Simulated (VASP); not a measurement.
# Si2Mo (Immm) in VASP: notebook, part 2 of 3

VASP 6.6.1.

## Step 3: Single point, PBE (uniaxial strain along a: +3.0 %, then relaxed in part)

INCAR reads:

```
SYSTEM = Si2Mo
PREC = Accurate
ENCUT = 520
EDIFF = 1E-6
ISMEAR = 0
SIGMA = 0.1
LREAL = .FALSE.
LASPH = .TRUE.
NELM = 80
ALGO = Normal
ISIF = 2
LWAVE = .FALSE.
LCHARG = .FALSE.
GGA = PE
NBANDS = 31
```

KPOINTS reads:

```
regular mesh
0
G
  12 12 6
  0 0 0
```

POSCAR reads:

```
Si2Mo
1.0
    3.3133527866      0.0000000000      0.0000000000
    0.0000000000      3.1936656948      0.0000000000
    0.0000000000      0.0000000000      7.8431941290
Si Mo
4 2
Direct
    0.0000000000      0.0000000000      0.3353002782
    0.5000000000      0.5000000000      0.1646997218
    0.5000000000      0.5000000000      0.8353002782
    0.0000000000      0.0000000000      0.6646997218
    0.0000000000      0.0000000000      0.0000000000
    0.5000000000      0.5000000000      0.5000000000
```

Potentials or basis: VASP PAW PBE potentials, release 64 (Si, Mo_sv).

Started as:

```bash
cat potpaw_PBE.64/Si/POTCAR potpaw_PBE.64/Mo_sv/POTCAR > POTCAR
mpirun -np 1 vasp_std > vasp.out
```

OUTCAR:

```text
SYSTEM = Si2Mo
   PREC = Accurate
   ENCUT = 520
   EDIFF = 1E-6
   ISMEAR = 0
   LREAL = .FALSE.
   LASPH = .TRUE.
   NELM = 80
   ISIF = 2
   GGA = PE

 ion  position               nearest neighbor table
   1  0.000  0.000  0.335-   4 2.58   5 2.63   6 2.64   6 2.64   6 2.64   6 2.64   2 2.66   2 2.66
                             2 2.66   2 2.66
   2  0.500  0.500  0.165-   3 2.58   6 2.63   5 2.64   5 2.64   5 2.64   5 2.64   1 2.66   1 2.66
                             1 2.66   1 2.66
   3  0.500  0.500  0.835-   2 2.58   6 2.63   5 2.64   5 2.64   5 2.64   5 2.64   4 2.66   4 2.66
                             4 2.66   4 2.66
   4  0.000  0.000  0.665-   1 2.58   5 2.63   6 2.64   6 2.64   6 2.64   6 2.64   3 2.66   3 2.66
                             3 2.66   3 2.66
   5  0.000  0.000  0.000-   1 2.63   4 2.63   3 2.64   2 2.64   2 2.64   3 2.64   2 2.64   3 2.64
                             2 2.64   3 2.64
   6  0.500  0.500  0.500-   2 2.63   3 2.63   1 2.64   4 2.64   1 2.64   4 2.64   1 2.64   4 2.64
                             1 2.64   4 2.64

  LATTYP: Found a simple orthorhombic cell.
 ALAT       =     3.1936656948
 B/A-ratio  =     1.0374763996
 C/A-ratio  =     2.4558594664

  Lattice vectors:

 A1 = (   0.0000000000,  -3.1936656948,   0.0000000000)
 A2 = (   3.3133527866,   0.0000000000,   0.0000000000)
 A3 = (   0.0000000000,   0.0000000000,   7.8431941290)

Analysis of symmetry for initial positions (statically):
=====================================================================
 Subroutine PRICEL returns following result:

  LATTYP: Found a body centered orthorhombic cell.
 ALAT       =     3.1936656948
 B/A-ratio  =     1.0374763996
 C/A-ratio  =     2.4558594664

  Lattice vectors:

 A1 = (   1.6566763933,  -1.5968328474,  -3.9215970645)
 A2 = (  -1.6566763933,   1.5968328474,  -3.9215970645)
 A3 = (   1.6566763933,   1.5968328474,   3.9215970645)
[... 152 lines left out ...]
   EFERMI =   0.00;   METHOD = LEGACY
   ISMEAR =     0;   SIGMA  =   0.10  broadening in eV -4-tet -1-fermi 0-gaus
   EFERMI_NEDOS =   21; number of points for ismear=-14 and -15
   IALGO  =     38    algorithm
   IMIX   =      4    mixing-type and parameters
     AMIX     =   0.40;   BMIX     =  1.00
     AMIX_MAG =   1.60;   BMIX_MAG =  1.00
  volume/ion in A,a.u.               =      13.83        93.35
  Fermi-wavevector in a.u.,A,eV,Ry     =   1.324979  2.503847 23.885974  1.755570
  Thomas-Fermi vector in A             =   2.454474
   LORBIT       =      0    0 simple, 1 ext, 2 COOP (PROOUT), +10 PAW based schemes
   GGA     = PE    functional components
   LHFCALC =     F    Hartree Fock is set to
   AEXX    =    0.0000 exact exchange contribution
   IVDW    =     0    specifies the selected vdW correction
   LEPSILON=     F    determine dielectric tensor
   LRPA    =     F    only Hartree local field effects (RPA)
 non-spin polarized calculation
 Gauss-broadening in eV      SIGMA  =   0.10
  energy-cutoff  :      520.00
  volume of cell :       82.99
 maximum number of plane-waves:      2264
 NGX is ok and might be reduce to    28
   NGX = 13   NGY = 11   NGZ = 29

 number of electron      44.0000005 magnetization

 Free energy of the ion-electron system (eV)
  ---------------------------------------------------
  ext. energy  EPLUGINS =         0.00000000
  ---------------------------------------------------
  free energy    TOTEN  =       -46.44904904 eV

  energy without entropy =      -46.44645757  energy(sigma->0) =      -46.44775330

 E-fermi :  11.7536     XC(G=0): -12.2797

 val. band max:       11.7307620399   @ k =   0.0833   0.1667   0.0000
 cond. band min:      11.7701431783   @ k =   0.0833   0.0000   0.0000
 fundamental gap:      0.0393811384
 Fermi energy:        11.7535896321

 k-point     1 :       0.0000    0.0000    0.0000
  band No.  band energies     occupation
      1     -48.9657      2.00000
      2     -48.9652      2.00000
      3     -23.1055      2.00000
      4     -23.1000      2.00000
      5     -23.0983      2.00000
      6     -23.0836      2.00000
[... 805 lines left out ...]
     30      16.7039      0.00000
     31      16.8247      0.00000

 [... further k-points ...]
[... 5 lines left out ...]
  --------------------------------------------------------------------------------------
  -------------------------------------------------------------------------------------
  Total       -5.0325348      0.0887054      0.0761806      0.0000000      0.0000000      0.0000000
  in kB      -97.1509988      1.7124215      1.4706348      0.0000000      0.0000000      0.0000000
  external PRESSURE =     -31.3226475 kB  Pullay stress =       0.0000000 kB

 VOLUME and BASIS-vectors are now :
 -----------------------------------------------------------------------------
  energy-cutoff  :      520.00
  volume of cell :       82.99
      direct lattice vectors                 reciprocal lattice vectors
     3.313352787  0.000000000  0.000000000     0.301809093  0.000000000  0.000000000
     0.000000000  3.193665695  0.000000000     0.000000000  0.313119811  0.000000000
     0.000000000  0.000000000  7.843194129     0.000000000  0.000000000  0.127499075

 POSITION                                       TOTAL-FORCE (eV/Angst)
 -----------------------------------------------------------------------------------
      0.00000      0.00000      2.62983         0.000000     -0.000000     -0.000794
      1.65668      1.59683      1.29177        -0.000000      0.000000      0.000794
      1.65668      1.59683      6.55142         0.000000      0.000000     -0.000794
      0.00000      0.00000      5.21337         0.000000      0.000000      0.000794
      0.00000      0.00000      0.00000        -0.000000     -0.000000      0.000000
      1.65668      1.59683      3.92160        -0.000000     -0.000000     -0.000000
 -----------------------------------------------------------------------------------
    total drift:                               -0.000000      0.000000      0.000000

  FREE ENERGIE OF THE ION-ELECTRON SYSTEM (eV)
  ---------------------------------------------------
  free  energy   TOTEN  =       -46.4490490383 eV

  energy  without entropy=      -46.4464575714  energy(sigma->0) =      -46.44775330
```

OSZICAR:

```text
N       E                     dE             d eps       ncg     rms          rms(c)
DAV:   1     0.311340294555E+03    0.31134E+03   -0.23065E+04 12640   0.135E+03
DAV:   2    -0.359555826789E+02   -0.34730E+03   -0.33480E+03 13783   0.359E+02
DAV:   3    -0.481653761281E+02   -0.12210E+02   -0.11912E+02 15915   0.585E+01
DAV:   4    -0.483214258975E+02   -0.15605E+00   -0.15557E+00 14667   0.629E+00
DAV:   5    -0.483233902364E+02   -0.19643E-02   -0.19638E-02 15704   0.713E-01    0.283E+01
DAV:   6    -0.467959992340E+02    0.15274E+01   -0.11489E+01 14348   0.185E+01    0.589E+00
DAV:   7    -0.465421023658E+02    0.25390E+00   -0.21910E+00 13640   0.782E+00    0.603E+00
DAV:   8    -0.464497302777E+02    0.92372E-01   -0.29729E-01 14379   0.339E+00    0.670E-01
DAV:   9    -0.464493229468E+02    0.40733E-03   -0.11058E-02 15336   0.534E-01    0.405E-01
DAV:  10    -0.464493519006E+02   -0.28954E-04   -0.41834E-03 14295   0.420E-01    0.227E-01
DAV:  11    -0.464490497719E+02    0.30213E-03   -0.14260E-03 14386   0.234E-01    0.330E-02
DAV:  12    -0.464490497082E+02    0.63680E-07   -0.41369E-05 14425   0.331E-02    0.139E-02
DAV:  13    -0.464490490383E+02    0.66990E-06   -0.22124E-06 12616   0.801E-03
   1 F= -.46449049E+02 E0= -.46447753E+02  d E =-.259147E-02
```

stdout:

```text
POSCAR found type information on POSCAR SiMo
 POSCAR found :  2 types and       6 ions
 scaLAPACK will be used
 LDA part: xc-table for (Slater+PW92), standard interpolation
 POSCAR, INCAR and KPOINTS ok, starting setup
 FFT: planning ... GRIDC
 FFT: planning ... GRID_SOFT
 FFT: planning ... GRID
 WAVECAR not read
 entering main loop
```

It took 4.2 min on 1 thread of Intel Xeon Platinum 8488C (Sapphire Rapids), shared host; peak memory 0.49 GiB.

What came out:

* Free energy: -46.4490 eV
* Pressure: -3.1 GPa
* Band gap on the k mesh: zero (band 22 reaches 12.18 eV, above the bottom of band 23 at 11.44 eV)

Stress tensor (GPa, compression positive):
```
-9.72  0.00  0.00
 0.00  0.17  0.00
 0.00  0.00  0.15
```

Levels at points of the mesh, in eV from the Fermi level:
```
           k point  band 20  band 21  band 22  band 23  band 24  band 25
(0.00, 0.00, 0.00)    -0.70    -0.29    -0.12     0.33     0.46     2.70
(0.50, 0.00, 0.00)    -2.17    -0.48    -0.48     1.64     1.64     3.09
(0.00, 0.50, 0.00)    -2.09    -0.84    -0.84     1.98     1.98     3.23
(0.50, 0.50, 0.00)    -2.79    -1.20    -1.20     2.08     2.08     2.72
(0.00, 0.00, 0.50)    -1.69     0.39     0.39     1.34     1.34     1.77
(0.50, 0.00, 0.50)    -2.27    -0.30    -0.30     1.83     1.83     3.32
(0.00, 0.50, 0.50)    -2.36    -0.62    -0.62     2.42     2.42     2.71
(0.50, 0.50, 0.50)    -2.04    -1.85    -1.85     0.34     0.34     2.12
```

Caveat: the cell differs from its parent crystal (uniaxial strain along a: +3.0 %, then relaxed in part).

(Continued in part 3 of 3.)
